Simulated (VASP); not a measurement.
A run of VASP 6.6.1:

The input POSCAR:

```
Na
1.0
    5.3900000000      0.0000000000      0.0000000000
    0.0000000000      5.3900000000      0.0000000000
    0.0000000000      0.0000000000      5.3900000000
Na
4
Direct
    0.0000000000      0.0000000000      0.0000000000
    0.0000000000      0.5000000000      0.5000000000
    0.5000000000      0.0000000000      0.5000000000
    0.5000000000      0.5000000000      0.0000000000
```

Contents of INCAR.step1:

```
PREC = Accurate ; ENCUT = 600
ISMEAR = 0 ; SIGMA = 0.1
LREAL = False ; LASPH = True
NELM = 80 ; GGA = PE
ALGO = Normal ; EDIFF = 1E-4
LWAVE = True ; LCHARG = False
```

The input INCAR.step2:

```
PREC = Accurate ; ENCUT = 600
EDIFF = 1E-7 ; ISMEAR = 0
SIGMA = 0.1 ; LREAL = False
LASPH = True ; NELM = 80
ALGO = Normal ; ISIF = 8
LWAVE = False ; LCHARG = False
METAGGA = R2SCAN ; LMIXTAU = True
IBRION = 2 ; NSW = 80
EDIFFG = -0.01 ; ISTART = 1
```

File KPOINTS:

```
regular mesh
0
Gamma
  4 4 4
```

Potentials or basis: VASP PAW PBE potentials, release 64 (Na_pv).

Launch:

```sh
$ cat potpaw_PBE.64/Na_pv/POTCAR > POTCAR
$ cp INCAR.step1 INCAR
$ mpirun -np 1 vasp_std > vasp.out
$ cp INCAR.step2 INCAR
$ mpirun -np 1 vasp_std > vasp.out
```

Hardware: 1 thread of Intel(R) Xeon(R) Platinum 8488C (Sapphire Rapids), with other jobs on the host.

How long does it take, and how much memory?

Run time: 4.1 min on 1 thread of Intel(R) Xeon(R) Platinum 8488C (Sapphire Rapids), with other jobs on the host, peak memory 0.35 GiB. Counts: k points 10, ion steps 3.
